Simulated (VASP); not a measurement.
# CO2 (Pbca) in VASP: a series of runs, part 2 of 2

VASP 6.6.1. The steps go on from the part before.

## 3. Single point, PBEsol (normal strain along x -0.0550, normal strain along z -0.1500)

File INCAR:

```
ALGO = Normal
EDIFF = 1E-6
ENCUT = 520
GGA = PS
ISIF = 2
ISMEAR = 0
LASPH = T
LCHARG = F
LREAL = F
LWAVE = F
NBANDS = 44
NELM = 100
PREC = Accurate
SIGMA = 0.05
```

File KPOINTS:

```
k-points
0
Gamma
  4 4 4
```

File POSCAR:

```
CO2
1.0
    5.4809387015      0.0000000000      0.0000000000
    0.0000000000      5.7999351339      0.0000000000
    0.0000000000      0.0000000000      4.9299448638
C O
4 8
Direct
    0.0000000000      0.0000000000      0.0000000000
    0.5000000000      0.0000000000      0.5000000000
    0.5000000000      0.5000000000      0.0000000000
    0.0000000000      0.5000000000      0.5000000000
    0.1161576883      0.1161576883      0.1161576883
    0.3838423117      0.8838423117      0.6161576883
    0.6161576883      0.3838423117      0.8838423117
    0.8838423117      0.6161576883      0.3838423117
    0.8838423117      0.8838423117      0.8838423117
    0.6161576883      0.1161576883      0.3838423117
    0.3838423117      0.6161576883      0.1161576883
    0.1161576883      0.3838423117      0.6161576883
```

Potentials or basis: VASP PAW PBE potentials, release 64 (C, O).

Command:

```
$ cat potpaw_PBE.64/C/POTCAR potpaw_PBE.64/O/POTCAR > POTCAR
$ mpirun -np 1 vasp_std > vasp.out
```

It took 1.9 min on 1 thread of Intel Xeon 6975P-C (Granite Rapids), shared host; peak memory 0.32 GiB.

The run converged. Its results:

* Free energy: -91.6332 eV
* Pressure: 35.4 GPa
* Largest force: 11.604 eV/Å
* Band gap on the k mesh: 7.37 eV

Forces on the atoms (eV/Å):
```
C    0.000  0.000  0.000
C    0.000  0.000  0.000
C    0.000  0.000  0.000
C    0.000  0.000  0.000
O    6.808  7.127  6.125
O   -6.808 -7.127  6.125
O    6.808 -7.127 -6.125
O   -6.808  7.127 -6.125
O   -6.808 -7.127 -6.125
O    6.808  7.127 -6.125
O   -6.808  7.127  6.125
O    6.808 -7.127  6.125
```

Stress tensor (GPa, compression positive):
```
35.97  0.00  0.00
 0.00 39.75  0.00
 0.00  0.00 30.44
```

Levels at points of the mesh, in eV from the valence-band top:
| k point | band 29 | band 30 | band 31 | band 32 | band 33 | band 34 | band 35 | band 36 |
| --- | --- | --- | --- | --- | --- | --- | --- | --- |
| (0.00, 0.00, 0.00) | -0.35 | -0.35 | -0.34 | 0.00 | 7.37 | 9.04 | 9.24 | 9.33 |
| (0.50, 0.00, 0.00) | -0.47 | -0.47 | -0.20 | -0.20 | 8.82 | 8.82 | 8.93 | 8.93 |
| (0.00, 0.50, 0.00) | -0.52 | -0.52 | -0.21 | -0.21 | 8.64 | 8.64 | 9.14 | 9.14 |
| (0.50, 0.50, 0.00) | -0.48 | -0.48 | -0.48 | -0.48 | 9.03 | 9.03 | 9.03 | 9.03 |
| (0.00, 0.00, 0.50) | -0.44 | -0.44 | -0.31 | -0.31 | 9.19 | 9.19 | 9.20 | 9.20 |
| (0.50, 0.00, 0.50) | -0.42 | -0.42 | -0.42 | -0.42 | 9.02 | 9.02 | 9.02 | 9.02 |
| (0.00, 0.50, 0.50) | -0.36 | -0.36 | -0.36 | -0.36 | 9.11 | 9.11 | 9.11 | 9.11 |
| (0.50, 0.50, 0.50) | -0.38 | -0.38 | -0.38 | -0.38 | 9.20 | 9.20 | 9.20 | 9.20 |

Caveat: the cell differs from its parent crystal (normal strain along x -0.0550, normal strain along z -0.1500); the cell stands under pressure; this functional lacks dispersion, which holds the molecules together, so the pressure and a relaxed volume are unreliable; the PAW data sets were made with another functional, which shifts forces and pressure a little.

## 4. Single point, PBEsol (normal strain along x -0.1100, normal strain along z -0.0750)

File INCAR:

```
SYSTEM = CO2
PREC = Accurate
ENCUT = 520
EDIFF = 1E-6
ISMEAR = 0
SIGMA = 0.05
LREAL = .False.
LASPH = .True.
NELM = 60
ALGO = Normal
ISIF = 2
LWAVE = .False.
LCHARG = .False.
GGA = PS
NBANDS = 44
```

File KPOINTS:

```
Automatic mesh
0
Gamma
  4 4 4
  0 0 0
```

POSCAR: that of step 3 with these lines changed.

```diff
@@ -2,5 +2,5 @@
 1.0
-    5.4809387015      0.0000000000      0.0000000000
+    5.1619422692      0.0000000000      0.0000000000
     0.0000000000      5.7999351339      0.0000000000
-    0.0000000000      0.0000000000      4.9299448638
+    0.0000000000      0.0000000000      5.3649399989
 C O
```

Command:

```
$ cat potpaw_PBE.64/C/POTCAR potpaw_PBE.64/O/POTCAR > POTCAR
$ mpirun -np 1 vasp_std > vasp.out
```

Wall time 1.7 min (1 thread of Intel Xeon 6975P-C (Granite Rapids), shared host); peak memory 0.31 GiB.

The run converged. Its results:

```yaml
Free_energy: -92.2771 eV
Pressure: 31.1 GPa
Largest_force: 10.444 eV/Å
Band_gap_on_the_k_mesh: 7.32 eV
```

Forces on the atoms (eV/Å):
```
C    0.000  0.000  0.000
C    0.000  0.000  0.000
C    0.000  0.000  0.000
C    0.000  0.000  0.000
O    5.748  6.407  5.916
O   -5.748 -6.407  5.916
O    5.748 -6.407 -5.916
O   -5.748  6.407 -5.916
O   -5.748 -6.407 -5.916
O    5.748  6.407 -5.916
O   -5.748  6.407  5.916
O    5.748 -6.407  5.916
```

Stress tensor (GPa, compression positive):
```
28.64  0.00  0.00
 0.00 34.29  0.00
 0.00  0.00 30.26
```

Levels at points of the mesh, in eV from the valence-band top:
| k point | band 29 | band 30 | band 31 | band 32 | band 33 | band 34 | band 35 | band 36 |
| --- | --- | --- | --- | --- | --- | --- | --- | --- |
| (0.00, 0.00, 0.00) | -0.32 | -0.29 | -0.25 | 0.00 | 7.32 | 9.05 | 9.16 | 9.25 |
| (0.50, 0.00, 0.00) | -0.41 | -0.41 | -0.23 | -0.23 | 8.96 | 8.96 | 9.00 | 9.00 |
| (0.00, 0.50, 0.00) | -0.47 | -0.47 | -0.14 | -0.14 | 8.61 | 8.61 | 8.97 | 8.97 |
| (0.50, 0.50, 0.00) | -0.39 | -0.39 | -0.39 | -0.39 | 8.97 | 8.97 | 8.97 | 8.97 |
| (0.00, 0.00, 0.50) | -0.42 | -0.42 | -0.22 | -0.22 | 8.87 | 8.87 | 9.14 | 9.14 |
| (0.50, 0.00, 0.50) | -0.38 | -0.38 | -0.38 | -0.38 | 8.98 | 8.98 | 8.98 | 8.98 |
| (0.00, 0.50, 0.50) | -0.40 | -0.40 | -0.40 | -0.40 | 9.00 | 9.00 | 9.00 | 9.00 |
| (0.50, 0.50, 0.50) | -0.38 | -0.38 | -0.38 | -0.38 | 9.12 | 9.12 | 9.12 | 9.12 |

Caveat: the cell differs from its parent crystal (normal strain along x -0.1100, normal strain along z -0.0750); the cell stands under pressure; this functional lacks dispersion, which holds the molecules together, so the pressure and a relaxed volume are unreliable; the PAW data sets were made with another functional, which shifts forces and pressure a little. A k mesh can miss the band edges.

## 5. Single point, PBEsol (normal strain along x +0.0000, normal strain along z -0.1500)

File INCAR:

```
ALGO     = Normal         # electronic algorithm
EDIFF    = 1E-6           # SCF threshold, eV
ENCUT    = 520            # plane-wave cutoff, eV
GGA      = PS             # functional
ISIF     = 2              # what is computed and relaxed
ISMEAR   = 0              # smearing method
LASPH    = T              # aspherical terms in the spheres
LCHARG   = F              # write CHGCAR
LREAL    = F              # projectors in reciprocal space
LWAVE    = F              # write WAVECAR
NBANDS   = 44             # bands
NELM     = 100            # most SCF steps
PREC     = Accurate       # precision mode
SIGMA    = 0.05           # smearing width, eV
```

File KPOINTS:

```
k-points
0
Gamma
  4 4 4
```

POSCAR: that of step 4 with these lines changed.

```diff
@@ -2,5 +2,5 @@
 1.0
-    5.1619422692      0.0000000000      0.0000000000
+    5.7999351339      0.0000000000      0.0000000000
     0.0000000000      5.7999351339      0.0000000000
-    0.0000000000      0.0000000000      5.3649399989
+    0.0000000000      0.0000000000      4.9299448638
 C O
```

Command:

```
$ cat potpaw_PBE.64/C/POTCAR potpaw_PBE.64/O/POTCAR > POTCAR
$ mpirun -np 1 vasp_std > vasp.out
```

Run time: 1.8 min. Hardware: 1 thread of Intel Xeon 6975P-C (Granite Rapids), shared host; peak memory 0.36 GiB.

It converged, with:

| Quantity | Value |
| --- | --- |
| Free energy | -93.3827 eV |
| Pressure | 23.3 GPa |
| Largest force | 7.915 eV/Å |
| Band gap on the k mesh | 7.07 eV |

Forces on the atoms (eV/Å):
```
C    0.000  0.000  0.000
C    0.000  0.000  0.000
C    0.000  0.000  0.000
C    0.000  0.000  0.000
O    4.810  4.747  4.120
O   -4.810 -4.747  4.120
O    4.810 -4.747 -4.120
O   -4.810  4.747 -4.120
O   -4.810 -4.747 -4.120
O    4.810  4.747 -4.120
O   -4.810  4.747  4.120
O    4.810 -4.747  4.120
```

Stress tensor (GPa, compression positive):
```
24.86  0.00  0.00
 0.00 25.25  0.00
 0.00  0.00 19.69
```

Levels at points of the mesh, in eV from the valence-band top:
| k point | band 29 | band 30 | band 31 | band 32 | band 33 | band 34 | band 35 | band 36 |
| --- | --- | --- | --- | --- | --- | --- | --- | --- |
| (0.00, 0.00, 0.00) | -0.38 | -0.34 | -0.31 | 0.00 | 7.07 | 8.68 | 8.81 | 8.83 |
| (0.50, 0.00, 0.00) | -0.46 | -0.46 | -0.18 | -0.18 | 8.40 | 8.40 | 8.57 | 8.57 |
| (0.00, 0.50, 0.00) | -0.48 | -0.48 | -0.24 | -0.24 | 8.42 | 8.42 | 8.82 | 8.82 |
| (0.50, 0.50, 0.00) | -0.48 | -0.48 | -0.48 | -0.48 | 8.70 | 8.70 | 8.70 | 8.70 |
| (0.00, 0.00, 0.50) | -0.42 | -0.42 | -0.32 | -0.32 | 8.76 | 8.76 | 8.94 | 8.94 |
| (0.50, 0.00, 0.50) | -0.38 | -0.38 | -0.38 | -0.38 | 8.68 | 8.68 | 8.68 | 8.68 |
| (0.00, 0.50, 0.50) | -0.33 | -0.33 | -0.33 | -0.33 | 8.75 | 8.75 | 8.75 | 8.75 |
| (0.50, 0.50, 0.50) | -0.34 | -0.34 | -0.34 | -0.34 | 8.81 | 8.81 | 8.81 | 8.81 |

Caveat: the cell differs from its parent crystal (normal strain along x +0.0000, normal strain along z -0.1500); the cell stands under pressure; this functional lacks dispersion, which holds the molecules together, so the pressure and a relaxed volume are unreliable; the PAW data sets were made with another functional, which shifts forces and pressure a little.

## 6. Overview

```tsv
cell	gap on the mesh (eV)	pressure (GPa)	largest force (eV/Å)
a = 5.162, b = 5.800, c = 4.930 Å, 12 atoms	7.64	50.0	15.66
a = 5.481, b = 5.800, c = 4.930 Å, 12 atoms	7.37	35.4	11.60
a = 5.162, b = 5.800, c = 5.365 Å, 12 atoms	7.32	31.1	10.44
a = 5.800, b = 5.800, c = 4.930 Å, 12 atoms	7.07	23.3	7.91
```

Alike in all rows: task single point; level PBEsol; potentials or basis VASP PAW PBE potentials, release 64 (C, O); no spin polarisation; k mesh 4 × 4 × 4; cutoff (eV) 520; smearing gaussian 0.05 eV.

Caveats: the cell stands under pressure; this functional lacks dispersion, which holds the molecules together, so the pressure and a relaxed volume are unreliable; the PAW data sets were made with another functional, which shifts forces and pressure a little.

Absolute energies hang on the potentials; compare differences alone.
